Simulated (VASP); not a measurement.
# GdN (Fm-3m) in VASP: further runs, part 2 of 2

VASP 6.6.1. Earlier steps stand in the parts before.

## 3. Electric field gradients, r2SCAN, collinear spin, ferromagnetic start

This run uses another cell than the first one, of 15.62 Å³/atom.

File POSCAR:

```
GdN
1.0
    0.0000000000      2.4995000000      2.4995000000
    2.4995000000      0.0000000000      2.4995000000
    2.4995000000      2.4995000000      0.0000000000
Gd N
1 1
Direct
    0.0000000000      0.0000000000      0.0000000000
    0.5000000000      0.5000000000      0.5000000000
```

File INCAR.step1:

```
ALGO = Normal ; EDIFF = 1E-5
ENCUT = 800 ; GGA = PE
GGA_COMPAT = False ; ISMEAR = 0
ISPIN = 2 ; LASPH = True
LCHARG = False ; LMAXMIX = 6
LREAL = False ; LWAVE = True
MAGMOM = 7.62 0 ; NBANDS = 22
NELM = 200 ; PREC = Accurate
SIGMA = 0.05
```

File INCAR.step2:

```
ALGO = Normal ; EDIFF = 1E-8
ENCUT = 800 ; GGA_COMPAT = False
ISIF = 2 ; ISMEAR = 0
ISPIN = 2 ; ISTART = 1
LASPH = True ; LCHARG = False
LEFG = True ; LMAXMIX = 6
LMIXTAU = True ; LORBIT = 11
LREAL = False ; LWAVE = False
MAGMOM = 7.62 0 ; METAGGA = R2SCAN
NBANDS = 22 ; NELM = 200
PREC = Accurate ; SIGMA = 0.05
```

File KPOINTS:

```
k-points
0
Gamma
  12 12 12
```

Potentials or basis: VASP PAW PBE potentials, release 64 (Gd, N).

Started as:

```console
cat potpaw_PBE.64/Gd/POTCAR potpaw_PBE.64/N/POTCAR > POTCAR
cp INCAR.step1 INCAR
mpirun -np 1 vasp_std > vasp.out
cp INCAR.step2 INCAR
mpirun -np 1 vasp_std > vasp.out
```

OUTCAR:

```text
EDIFF = 1E-8
   ENCUT = 800
   ISIF = 2
   ISMEAR = 0
   ISPIN = 2
   ISTART = 1
   LASPH = True
   LORBIT = 11
   LREAL = False
   METAGGA = R2SCAN
   NELM = 200
   PREC = Accurate

 ion  position               nearest neighbor table
   1  0.000  0.000  0.000-   2 2.50   2 2.50   2 2.50   2 2.50   2 2.50   2 2.50
   2  0.500  0.500  0.500-   1 2.50   1 2.50   1 2.50   1 2.50   1 2.50   1 2.50

  LATTYP: Found a face centered cubic cell.
 ALAT       =     4.9990000000

  Lattice vectors:

 A1 = (   0.0000000000,   2.4995000000,   2.4995000000)
 A2 = (   2.4995000000,   0.0000000000,   2.4995000000)
 A3 = (   2.4995000000,   2.4995000000,   0.0000000000)

Analysis of symmetry for initial positions (statically):
=====================================================================
 Subroutine PRICEL returns:
 Original cell was already a primitive cell.

 Routine SETGRP: Setting up the symmetry group for a
 face centered cubic supercell.

 Subroutine GETGRP returns: Found 48 space group operations
 (whereof 48 operations were pure point group operations)
 out of a pool of 48 trial point group operations.

The static configuration has the point symmetry O_h .

Analysis of symmetry for dynamics (positions and initial velocities):
=====================================================================
 Subroutine PRICEL returns:
 Original cell was already a primitive cell.

 Routine SETGRP: Setting up the symmetry group for a
 face centered cubic supercell.

 Subroutine GETGRP returns: Found 48 space group operations
 (whereof 48 operations were pure point group operations)
 out of a pool of 48 trial point group operations.

The dynamic configuration has the point symmetry O_h .

Analysis of structural, dynamic, and magnetic symmetry:
=====================================================================
 Subroutine PRICEL returns:
 Original cell was already a primitive cell.

 Routine SETGRP: Setting up the symmetry group for a
 face centered cubic supercell.

 Subroutine GETGRP returns: Found 48 space group operations
 (whereof 48 operations were pure point group operations)
 out of a pool of 48 trial point group operations.

The overall configuration has the point symmetry O_h .

 Subroutine INISYM returns: Found 48 space group operations
 (whereof 48 operations are pure point group operations),
 and found     1 'primitive' translations

----------------------------------------------------------------------------------------

                                     Primitive cell

  volume of cell :      31.2313

  direct lattice vectors                    reciprocal lattice vectors
     0.000000000  2.499500000  2.499500000    -0.200040008  0.200040008  0.200040008
     2.499500000  0.000000000  2.499500000     0.200040008 -0.200040008  0.200040008
     2.499500000  2.499500000  0.000000000     0.200040008  0.200040008 -0.200040008
[... 113 lines left out ...]
   LEPSILON=     F    determine dielectric tensor
   LRPA    =     F    only Hartree local field effects (RPA)
 spin polarized calculation
 Gauss-broadening in eV      SIGMA  =   0.05
  energy-cutoff  :      800.00
  volume of cell :       31.23
 maximum number of plane-waves:      1639
 NGX is ok and might be reduce to    36
   NGX = 17   NGY = 17   NGZ = 17

 number of electron      22.9999999 magnetization       7.0000000

 Free energy of the ion-electron system (eV)
  ---------------------------------------------------
  ext. energy  EPLUGINS =         0.00000000
  ---------------------------------------------------
  free energy    TOTEN  =       -53.85711073 eV

  energy without entropy =      -53.85700939  energy(sigma->0) =      -53.85706006

 E-fermi :   3.7920     XC(G=0): -12.1999

 val. band max:        3.7915458696   @ k =   0.0833   0.0833   0.0000
 cond. band min:       3.9886588338   @ k =   0.0000   0.0000   0.0000
 fundamental gap:      0.1971129641
 Fermi energy:         3.7919702846

 spin component 1

 k-point     1 :       0.0000    0.0000    0.0000
  band No.  band energies     occupation
      1     -41.7072      1.00000
      2     -18.0315      1.00000
      3     -18.0315      1.00000
      4     -18.0315      1.00000
      5     -10.0293      1.00000
      6      -0.3414      1.00000
[... 589 lines left out ...]
     21      14.2916      0.00000
     22      16.6021      0.00000

 [... further k-points ...]

 spin component 2

 k-point     1 :       0.0000    0.0000    0.0000
  band No.  band energies     occupation
      1     -38.0019      1.00000
      2     -15.4163      1.00000
      3     -15.4163      1.00000
      4     -15.4163      1.00000
      5     -10.0777      1.00000
      6       2.9432      1.00000
[... 589 lines left out ...]
     21      15.6276      0.00000
     22      17.7926      0.00000

 [... further k-points ...]

------------------------ aborting loop because EDIFF is reached ----------------------------------------

  FORCE on cell =-STRESS in cart. coord.  units (eV):
  Direction    XX          YY          ZZ          XY          YZ          ZX
  --------------------------------------------------------------------------------------
  -------------------------------------------------------------------------------------
  Total       -0.4330758     -0.4330758     -0.4330758      0.0000000      0.0000000      0.0000000
  in kB      -22.2169831    -22.2169831    -22.2169831      0.0000000      0.0000000      0.0000000
  external PRESSURE =     -22.2169831 kB  Pullay stress =       0.0000000 kB

 VOLUME and BASIS-vectors are now :
 -----------------------------------------------------------------------------
  energy-cutoff  :      800.00
  volume of cell :       31.23
      direct lattice vectors                 reciprocal lattice vectors
     0.000000000  2.499500000  2.499500000    -0.200040008  0.200040008  0.200040008
     2.499500000  0.000000000  2.499500000     0.200040008 -0.200040008  0.200040008
     2.499500000  2.499500000  0.000000000     0.200040008  0.200040008 -0.200040008

 POSITION                                       TOTAL-FORCE (eV/Angst)
 -----------------------------------------------------------------------------------
      0.00000      0.00000      0.00000        -0.000000      0.000000     -0.000000
      2.49950      2.49950      2.49950         0.000000     -0.000000      0.000000
 -----------------------------------------------------------------------------------
    total drift:                               -0.000000      0.000000      0.000000

  FREE ENERGIE OF THE ION-ELECTRON SYSTEM (eV)
  ---------------------------------------------------
  free  energy   TOTEN  =       -53.8571107261 eV

  energy  without entropy=      -53.8570093945  energy(sigma->0) =      -53.85706006

 Electric field gradients (V/A^2)
---------------------------------------------------------------------
 ion       V_xx      V_yy      V_zz      V_xy      V_xz      V_yz
---------------------------------------------------------------------
   1      -0.000     0.000     0.000     0.000     0.000     0.000
   2      -0.000    -0.000     0.000     0.000     0.000     0.000
---------------------------------------------------------------------

 Electric field gradients after diagonalization (V/A^2)
 (convention: |V_zz| > |V_xx| > |V_yy|)
----------------------------------------------------------------------
 ion       V_xx      V_yy      V_zz     asymmetry (V_yy - V_xx)/ V_zz
----------------------------------------------------------------------
   1      -0.000    -0.000     0.000       0.000
   2      -0.000    -0.000     0.001       0.000
----------------------------------------------------------------------

           NMR quadrupolar parameters

 Cq : quadrupolar parameter    Cq=e*Q*V_zz/h
 eta: asymmetry parameters     (V_yy - V_xx)/ V_zz
 Q  : nuclear electric quadrupole moment in mb (millibarn)
----------------------------------------------------------------------
 ion       Cq(MHz)       eta       Q (mb)
----------------------------------------------------------------------
   1       0.000       0.000       1.000
   2       0.000       0.000       1.000
----------------------------------------------------------------------

 total charge

# of ion       s       p       d       f       tot
--------------------------------------------------
    1        2.038   5.692   0.510   6.984  15.224
    2        1.250   2.398   0.000   0.000   3.648
--------------------------------------------------
tot          3.288   8.090   0.510   6.984  18.872

 magnetization (x)

# of ion       s       p       d       f       tot
--------------------------------------------------
    1       -0.011  -0.130   0.085   6.849   6.792
    2       -0.010  -0.110   0.000   0.000  -0.120
--------------------------------------------------
tot         -0.022  -0.240   0.085   6.849   6.672
```

Wall time 34 min (1 thread of Oxide Virtual Turin-like, shared host); peak memory 0.36 GiB.

Results:

```
Free energy                                           : -53.8571 eV
Pressure                                              : -2.2 GPa
Band gap on the k mesh                                : zero (filled and empty bands overlap)
Net moment                                            : 7.00 μB per cell
Site moments                                          : Gd +6.79; N -0.12 μB
Largest electric field gradient by atom               : under 0.05 V/Å² on every atom
Valence electrons inside the program's atomic spheres : Gd 15.22; N 3.65
```

Caveat: the PAW data sets were made with another functional, which shifts forces and pressure a little; spin-orbit coupling is left out, which moves the levels of the heavy elements; a cell with one magnetic atom can't hold antiferromagnetic order, which such compounds often take; semilocal functionals describe open f shells poorly, which spoils levels, moments and volumes.

The gap in the log of VASP goes by the Fermi energy; the results here count the filled bands.